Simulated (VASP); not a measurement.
# Te3P in VASP: further runs

Te3P is run at these levels: PBE; tasks: single point, relaxation of cell and atoms.

All numbers are computed with VASP 6.6.1; they aren't measurements. Logs are shortened: lines on timing, memory, paths and dates and some standing lists are left out, and cuts for length are marked.

**1. The cell of the first run**

Symmetry: Pm-3m, No. 221, cubic system. Conventional cell: a = 4.642 Å, b = 4.642 Å, c = 4.642 Å, α = 90.00°, β = 90.00°, γ = 90.00°. Within 4.3 Å of Te (site symmetry 4/mmm) lie 8 Te at 3.28 Å and 4 P at 3.28 Å. Within 4.3 Å of P (site symmetry m-3m) lie 12 Te at 3.28 Å.

**2. Single point, PBE**

INCAR

```
ALGO     = Normal         # electronic algorithm
EDIFF    = 1E-7           # SCF threshold, eV
ENCUT    = 520            # plane-wave cutoff, eV
GGA      = PE             # functional
ISIF     = 2              # what is computed and relaxed
ISMEAR   = 0              # smearing method
LASPH    = True           # aspherical terms in the spheres
LCHARG   = False          # write CHGCAR
LREAL    = False          # projectors in reciprocal space
LWAVE    = False          # write WAVECAR
NBANDS   = 20             # bands
NELM     = 60             # most SCF steps
PREC     = Accurate       # precision mode
SIGMA    = 0.1            # smearing width, eV
```

KPOINTS

```
k-points
0
Gamma
  10 10 10
```

POSCAR

```
Te3P
1.0
    4.6423882240      0.0000000000      0.0000000000
    0.0000000000      4.6423882240      0.0000000000
    0.0000000000      0.0000000000      4.6423882240
Te P
3 1
Direct
    0.0000000000      0.5000000000      0.5000000000
    0.5000000000      0.0000000000      0.5000000000
    0.5000000000      0.5000000000      0.0000000000
    0.0000000000      0.0000000000      0.0000000000
```

Potentials or basis: VASP PAW PBE potentials, release 64 (Te, P).

Launch:

```console
$ cat potpaw_PBE.64/Te/POTCAR potpaw_PBE.64/P/POTCAR > POTCAR
$ mpirun -np 1 vasp_std > vasp.out
```

OUTCAR:

```text
EDIFF = 1E-7
   ENCUT = 520
   GGA = PE
   ISIF = 2
   ISMEAR = 0
   LASPH = True
   LREAL = False
   NELM = 60
   PREC = Accurate

 ion  position               nearest neighbor table
   1  0.000  0.500  0.500-   2 3.28   3 3.28   4 3.28   3 3.28   4 3.28   2 3.28   4 3.28   4 3.28
                             2 3.28   3 3.28   3 3.28   2 3.28
   2  0.500  0.000  0.500-   1 3.28   3 3.28   4 3.28   3 3.28   4 3.28   1 3.28   3 3.28   3 3.28
                             1 3.28   4 3.28   4 3.28   1 3.28
   3  0.500  0.500  0.000-   1 3.28   2 3.28   4 3.28   1 3.28   2 3.28   2 3.28   4 3.28   2 3.28
                             1 3.28   4 3.28   1 3.28   4 3.28
   4  0.000  0.000  0.000-   1 3.28   2 3.28   3 3.28   1 3.28   2 3.28   1 3.28   3 3.28   1 3.28
                             2 3.28   3 3.28   2 3.28   3 3.28

  LATTYP: Found a simple cubic cell.
 ALAT       =     4.6423882240

  Lattice vectors:

 A1 = (   4.6423882240,   0.0000000000,   0.0000000000)
 A2 = (   0.0000000000,   4.6423882240,   0.0000000000)
 A3 = (   0.0000000000,   0.0000000000,   4.6423882240)

Analysis of symmetry for initial positions (statically):
=====================================================================
 Subroutine PRICEL returns:
 Original cell was already a primitive cell.

 Routine SETGRP: Setting up the symmetry group for a
 simple cubic supercell.

 Subroutine GETGRP returns: Found 48 space group operations
 (whereof 48 operations were pure point group operations)
 out of a pool of 48 trial point group operations.

The static configuration has the point symmetry O_h .

Analysis of symmetry for dynamics (positions and initial velocities):
=====================================================================
 Subroutine PRICEL returns:
 Original cell was already a primitive cell.

 Routine SETGRP: Setting up the symmetry group for a
 simple cubic supercell.

 Subroutine GETGRP returns: Found 48 space group operations
 (whereof 48 operations were pure point group operations)
 out of a pool of 48 trial point group operations.

The dynamic configuration has the point symmetry O_h .

 Subroutine INISYM returns: Found 48 space group operations
 (whereof 48 operations are pure point group operations),
 and found     1 'primitive' translations

----------------------------------------------------------------------------------------
[... 96 lines left out ...]
   NELM   =     60;   NELMIN=  2; NELMDL= -5     # of ELM steps
   EDIFF  = 0.1E-06   stopping-criterion for ELM
   LREAL  =      F    real-space projection
   EDIFFG = 0.1E-05   stopping-criterion for IOM
   NSW    =      0    number of steps for IOM
   IBRION =     -1    ionic relax: 0-MD 1-quasi-New 2-CG
   NFREE  =      0    steps in history (QN), initial steepest desc. (CG)
   ISIF   =      2    stress and relaxation
   ISYM   =      2    0-nonsym 1-usesym 2-fastsym
   POTIM  = 0.5000    time-step for ionic-motion
   TEBEG  =    0.0;   TEEND  =   0.0 temperature during run
   PSTRESS=    0.0 pullay stress
   NELECT =      23.0000    total number of electrons
   NUPDOWN=      -1.0000    fix difference up-down
   EMIN   =  10.00;   EMAX   =-10.00  energy-range for DOS
   EFERMI =   0.00;   METHOD = LEGACY
   ISMEAR =     0;   SIGMA  =   0.10  broadening in eV -4-tet -1-fermi 0-gaus
   EFERMI_NEDOS =   21; number of points for ismear=-14 and -15
   IALGO  =     38    algorithm
   IMIX   =      4    mixing-type and parameters
     AMIX     =   0.40;   BMIX     =  1.00
     AMIX_MAG =   1.60;   BMIX_MAG =  1.00
  volume/ion in A,a.u.               =      25.01       168.80
  Fermi-wavevector in a.u.,A,eV,Ry     =   1.002865  1.895141 13.683910  1.005739
  Thomas-Fermi vector in A             =   2.135380
   LORBIT       =      0    0 simple, 1 ext, 2 COOP (PROOUT), +10 PAW based schemes
   GGA     = PE    functional components
   LHFCALC =     F    Hartree Fock is set to
   AEXX    =    0.0000 exact exchange contribution
   IVDW    =     0    specifies the selected vdW correction
   LEPSILON=     F    determine dielectric tensor
   LRPA    =     F    only Hartree local field effects (RPA)
 non-spin polarized calculation
 Gauss-broadening in eV      SIGMA  =   0.10
  energy-cutoff  :      520.00
  volume of cell :      100.05
 maximum number of plane-waves:      2730
 NGX is ok and might be reduce to    36
   NGX = 17   NGY = 17   NGZ = 17

 number of electron      22.9999999 magnetization

 Free energy of the ion-electron system (eV)
  ---------------------------------------------------
  ext. energy  EPLUGINS =         0.00000000
  ---------------------------------------------------
  free energy    TOTEN  =       -12.06039916 eV

  energy without entropy =      -12.03929298  energy(sigma->0) =      -12.04984607

 E-fermi :   8.1251     XC(G=0): -10.3244

 val. band max:        8.1213946778   @ k =   0.2000   0.2000   0.1000
 cond. band min:       8.1509380401   @ k =   0.3000   0.0000   0.0000
 fundamental gap:      0.0295433623
 Fermi energy:         8.1250685252

 k-point     1 :       0.0000    0.0000    0.0000
  band No.  band energies     occupation
      1      -6.1631      2.00000
      2      -1.6292      2.00000
      3      -1.6292      2.00000
      4      -0.5659      2.00000
      5       2.5900      2.00000
      6       2.5900      2.00000
[... 541 lines left out ...]
     19      14.2795      0.00000
     20      14.3510      0.00000

 [... further k-points ...]

------------------------ aborting loop because EDIFF is reached ----------------------------------------

  FORCE on cell =-STRESS in cart. coord.  units (eV):
  Direction    XX          YY          ZZ          XY          YZ          ZX
  --------------------------------------------------------------------------------------
  -------------------------------------------------------------------------------------
  Total       -0.0709961     -0.0709961     -0.0709961      0.0000000     -0.0000000      0.0000000
  in kB       -1.1368960     -1.1368960     -1.1368960      0.0000000     -0.0000000      0.0000000
  external PRESSURE =      -1.1368960 kB  Pullay stress =       0.0000000 kB

 VOLUME and BASIS-vectors are now :
 -----------------------------------------------------------------------------
  energy-cutoff  :      520.00
  volume of cell :      100.05
      direct lattice vectors                 reciprocal lattice vectors
     4.642388224  0.000000000  0.000000000     0.215406371  0.000000000  0.000000000
     0.000000000  4.642388224  0.000000000     0.000000000  0.215406371  0.000000000
     0.000000000  0.000000000  4.642388224     0.000000000  0.000000000  0.215406371

 POSITION                                       TOTAL-FORCE (eV/Angst)
 -----------------------------------------------------------------------------------
      0.00000      2.32119      2.32119         0.000000      0.000000      0.000000
      2.32119      0.00000      2.32119         0.000000      0.000000      0.000000
      2.32119      2.32119      0.00000         0.000000      0.000000      0.000000
      0.00000      0.00000      0.00000         0.000000      0.000000      0.000000
 -----------------------------------------------------------------------------------
    total drift:                               -0.000000      0.000000      0.000000

  FREE ENERGIE OF THE ION-ELECTRON SYSTEM (eV)
  ---------------------------------------------------
  free  energy   TOTEN  =       -12.0603991573 eV

  energy  without entropy=      -12.0392929790  energy(sigma->0) =      -12.04984607
```

Wall time 89 s (1 thread of Intel Xeon 8259CL, shared host); peak memory 0.26 GiB.

What came out:

- Free energy: -12.0604 eV
- Pressure: -0.1 GPa
- Band gap on the k mesh: zero (an odd number of electrons rules out a gap without spin polarisation)

Caveat: spin-orbit coupling is left out, which moves the levels of the heavy elements.

**3. Relaxation of cell and atoms, PBE**

This run uses another cell than the first one, of 27.70 Å³/atom.

INCAR

```
SYSTEM = Te3P
PREC = Accurate ; ENCUT = 600
EDIFF = 1E-6 ; ISMEAR = 0
SIGMA = 0.1 ; LREAL = .False.
LASPH = .True. ; NELM = 60
ALGO = Normal ; ISIF = 3
LWAVE = .False. ; LCHARG = .False.
GGA = PE ; IBRION = 2
NSW = 90 ; EDIFFG = -0.04
```

KPOINTS

```
Automatic mesh
0
Gamma
  4 4 4
  0 0 0
```

POSCAR

```
Te3P
1.0
    4.8198241411      0.0000000000      0.0000000000
    0.0000000000      4.8198241411      0.0000000000
    0.0000000000      0.0000000000      4.7702830761
Te P
3 1
Direct
    0.0000000000      0.5000000000      0.5000000000
    0.5000000000      0.0000000000      0.5000000000
    0.5000000000      0.5000000000      0.0000000000
    0.0000000000      0.0000000000      0.0000000000
```

Potentials or basis: VASP PAW PBE potentials, release 64 (Te, P).

Launch:

```console
$ cat potpaw_PBE.64/Te/POTCAR potpaw_PBE.64/P/POTCAR > POTCAR
$ mpirun -np 1 vasp_std > vasp.out
```

OUTCAR:

```text
SYSTEM = Te3P
   PREC = Accurate
   ENCUT = 600
   EDIFF = 1E-6
   ISMEAR = 0
   LREAL = .False.
   LASPH = .True.
   NELM = 60
   ISIF = 3
   GGA = PE
   IBRION = 2
   NSW = 90
   EDIFFG = -0.04

 ion  position               nearest neighbor table
   1  0.000  0.500  0.500-   3 3.39   3 3.39   3 3.39   3 3.39   2 3.41   2 3.41   2 3.41   2 3.41

   2  0.500  0.000  0.500-   3 3.39   3 3.39   3 3.39   3 3.39   1 3.41   1 3.41   1 3.41   1 3.41

   3  0.500  0.500  0.000-   1 3.39   2 3.39   1 3.39   2 3.39   2 3.39   2 3.39   1 3.39   1 3.39

   4  0.000  0.000  0.000-

  LATTYP: Found a simple tetragonal cell.
 ALAT       =     4.8198241411
 C/A-ratio  =     0.9897213957

  Lattice vectors:

 A1 = (   4.8198241411,   0.0000000000,   0.0000000000)
 A2 = (   0.0000000000,   4.8198241411,   0.0000000000)
 A3 = (   0.0000000000,   0.0000000000,   4.7702830761)

Analysis of symmetry for initial positions (statically):
[... 935 lines left out ...]
      6       2.7809      2.00000
      7       2.7809      2.00000
      8       4.4478      2.00000
      9      10.2481      1.65413
     10      10.3885      0.29656
     11      10.3885      0.29656
     12      11.0129      0.00000
     13      11.1323      0.00000
     14      11.1323      0.00000
     15      11.1358      0.00000

[... ionic steps 4 to 19 ...]

--------------------------------------- Ionic step       20  -------------------------------------------

 number of electron      23.0000000 magnetization

------------------------ aborting loop because EDIFF is reached ----------------------------------------
[... 71 lines left out ...]
--------------------------------------- Ionic step       22  -------------------------------------------

 number of electron      22.9999997 magnetization

 Free energy of the ion-electron system (eV)
  ---------------------------------------------------
  ext. energy  EPLUGINS =         0.00000000
  ---------------------------------------------------
  free energy    TOTEN  =       -12.62093811 eV

  energy without entropy =      -12.61272542  energy(sigma->0) =      -12.61683177

 E-fermi :   7.9373     XC(G=0): -10.2463

 val. band max:        7.9276054600   @ k =   0.5000   0.0000   0.0000
 cond. band min:       7.9604206430   @ k =   0.5000   0.0000   0.0000
 fundamental gap:      0.0328151830
 Fermi energy:         7.9373282780
[... 353 lines left out ...]
  FREE ENERGIE OF THE ION-ELECTRON SYSTEM (eV)
  ---------------------------------------------------
  free  energy   TOTEN  =       -12.6209381116 eV

  energy  without entropy=      -12.6127254191  energy(sigma->0) =      -12.61683177

 reached required accuracy - stopping structural energy minimisation
```

OSZICAR:

```text
N       E                     dE             d eps       ncg     rms          rms(c)
DAV:   1     0.107221096211E+03    0.10722E+03   -0.94323E+03   540   0.136E+03
DAV:   2    -0.520365248322E+01   -0.11242E+03   -0.11109E+03   758   0.185E+02
DAV:   3    -0.117738420612E+02   -0.65702E+01   -0.64341E+01   610   0.490E+01
[... 259 lines left out ...]
DAV:   3    -0.126210521215E+02    0.24295E-03   -0.21622E-04   575   0.800E-02    0.429E-02
DAV:   4    -0.126209403842E+02    0.11174E-03   -0.21087E-04   554   0.716E-02    0.791E-02
DAV:   5    -0.126209392417E+02    0.11425E-05   -0.76790E-06   570   0.164E-02    0.656E-02
DAV:   6    -0.126209380272E+02    0.12144E-05   -0.11564E-06   298   0.619E-03    0.317E-03
DAV:   7    -0.126209381116E+02   -0.84354E-07   -0.57984E-07   284   0.420E-03
  22 F= -.12620938E+02 E0= -.12616832E+02  d E =-.207611E+00
```

Run time: 12 min. Hardware: 1 thread of Intel Xeon 8259CL, shared host; peak memory 0.27 GiB.

Results:

- Free energy: -12.6209 eV
- Relaxed volume: 25.34 Å³/atom
- Relaxed cell: a = 5.525 Å, b = 5.525 Å, c = 3.321 Å, α = 90.00°, β = 90.00°, γ = 90.00°
- Space group after relaxing (to 0.1 Å): P4/mmm (No. 123)
- Pressure after relaxing: 0.0 GPa

Final structure:
```yaml
crystal:
  lattice:
    - [5.52478, 0.00000, 0.00000]
    - [0.00000, 5.52478, 0.00000]
    - [0.00000, 0.00000, 3.32120]
  atoms:
    - { symbol: Te, position: [0.00000, 0.50000, 0.50000] }
    - { symbol: Te, position: [0.50000, 0.00000, 0.50000] }
    - { symbol: Te, position: [0.50000, 0.50000, 0.00000] }
    - { symbol: P, position: [0.00000, 0.00000, 0.00000] }
```

Caveat: the highest band is partly filled, so the run has too few bands; a cell axis changed by over 15 % at a fixed basis, so the end point is rough; spin-orbit coupling is left out, which moves the levels of the heavy elements.

**4. Relaxation of cell and atoms, PBE**

This run uses another cell than the first one, of 24.79 Å³/atom.

INCAR

```
PREC = Accurate
ENCUT = 600
EDIFF = 1E-7
ISMEAR = 0
SIGMA = 0.1
LREAL = F
LASPH = T
NELM = 80
ALGO = Normal
ISIF = 3
LWAVE = F
LCHARG = F
GGA = PE
IBRION = 2
NSW = 100
EDIFFG = -0.01
```

KPOINTS

```
Automatic mesh
0
Gamma
  10 10 10
```

POSCAR

```
Te3P
1.0
    4.6288404673      0.0000000000      0.0000000000
    0.0000000000      4.6288404673      0.0000000000
    0.0000000000      0.0000000000      4.6288404673
Te P
3 1
Direct
    0.0000000000      0.5000000000      0.5000000000
    0.5000000000      0.0000000000      0.5000000000
    0.5000000000      0.5000000000      0.0000000000
    0.0000000000      0.0000000000      0.0000000000
```

Launch:

```console
$ cat potpaw_PBE.64/Te/POTCAR potpaw_PBE.64/P/POTCAR > POTCAR
$ mpirun -np 1 vasp_std > vasp.out
```

Run time: 4 min. Hardware: 1 thread of Intel Xeon 8259CL, shared host; peak memory 0.31 GiB.

The run converged. Its results:

- Free energy: -12.0606 eV
- Relaxed volume: 24.96 Å³/atom
- Relaxed cell: a = 4.639 Å, b = 4.639 Å, c = 4.639 Å, α = 90.00°, β = 90.00°, γ = 90.00°
- Space group after relaxing (to 0.1 Å): Pm-3m (No. 221)
- Energy gained by relaxing: 0.2 meV/atom
- Ionic steps: 3
- Pressure after relaxing: 0.0 GPa
- Band gap on the k mesh: zero (an odd number of electrons rules out a gap without spin polarisation)

The path:
| step | energy change (eV) | largest force (eV/Å) | pressure (GPa) | volume (Å³) |
| --- | --- | --- | --- | --- |
| 1 | 0.0000 | 0.0000 | 0.43 | 99.18 |
| 2 | -0.0008 | 0.0000 | -0.16 | 100.13 |
| 3 | -0.0009 | 0.0000 | 0.00 | 99.86 |

Final structure:
```
CELL_PARAMETERS angstrom
4.63940 0.00000 0.00000
0.00000 4.63940 0.00000
0.00000 0.00000 4.63940
ATOMIC_POSITIONS crystal
Te 0.00000 0.50000 0.50000
Te 0.50000 0.00000 0.50000
Te 0.50000 0.50000 0.00000
P 0.00000 0.00000 0.00000
```

Levels at points of the mesh, in eV from the Fermi level:
| k point | band 8 | band 9 | band 10 | band 11 | band 12 | band 13 | band 14 | band 15 |
| --- | --- | --- | --- | --- | --- | --- | --- | --- |
| (0.00, 0.00, 0.00) | -0.55 | -0.55 | -0.55 | -0.53 | -0.53 | -0.53 | 3.55 | 3.59 |
| (0.50, 0.00, 0.00) | -3.52 | -2.14 | -2.14 | -0.73 | -0.42 | 0.97 | 0.97 | 1.00 |
| (0.50, 0.50, 0.00) | -3.18 | -2.51 | -2.27 | -2.27 | -1.62 | 1.91 | 1.91 | 2.02 |
| (0.50, 0.50, 0.50) | -6.16 | 1.94 | 1.94 | 1.94 | 2.20 | 2.20 | 2.49 | 2.49 |

Caveat: spin-orbit coupling is left out, which moves the levels of the heavy elements.

**5. The runs side by side**

| task | cell | k mesh | cutoff (eV) | gap on the mesh (eV) | pressure (GPa) | relaxed volume (Å³/atom) |
| --- | --- | --- | --- | --- | --- | --- |
| single point | a = 4.642 Å, 4 atoms | 10 × 10 × 10 | 520 | none | -0.1 | - |
| relaxation of cell and atoms | relaxed from a = 4.820, b = 4.820, c = 4.770 Å, 4 atoms | 4 × 4 × 4 | 600 | - | 0.0 | 25.34 |
| relaxation of cell and atoms | relaxed from a = 4.629 Å, 4 atoms | 10 × 10 × 10 | 600 | none | 0.0 | 24.96 |

Alike in all rows: level PBE; potentials or basis VASP PAW PBE potentials, release 64 (Te, P); no spin polarisation; smearing gaussian 0.1 eV.

Caveats: spin-orbit coupling is left out, which moves the levels of the heavy elements; the highest band is partly filled, so the run has too few bands (at least some runs); a cell axis changed by over 15 % at a fixed basis, so the end point is rough (at least some runs).

Absolute energies hang on the potentials; compare differences alone.

The gap in the log of VASP goes by the Fermi energy; the results here count the filled bands.